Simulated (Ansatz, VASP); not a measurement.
**Mn in VASP and in Ansatz**

```
Mn
1.0
     2.54805    0.00000    0.00000
    -1.27403    2.20668    0.00000
     0.00000    0.00000    4.11774
Mn
2
Direct
  0.33333 0.66667 0.25000
  0.66667 0.33333 0.75000
```

Alike in both runs: task single point; functional PBE; k mesh 24 × 24 × 13; occupations fermi-dirac, width 0.1 eV; no spin polarisation.

|  | VASP | Ansatz |
| --- | --- | --- |
| version | VASP 6.6.1 | Ansatz 0.2.0 |
| potentials or method | VASP PAW PBE potentials, release 64 (Mn_pv), cutoff 520 eV | plane waves (420 eV) with PAW, scalar-relativistic |
| valence electrons in the cell | 26 | 30 |

```tsv
	VASP	Ansatz	Ansatz less VASP
pressure (GPa)	-18.1	-18.1	-0.02
traceless stress, the component that is largest in VASP (GPa)	-0.20	-0.10	+0.098
```

VASP's potentials hold 26 valence electrons a cell and Ansatz's 30, so a difference there can come from the potentials and not from the codes.
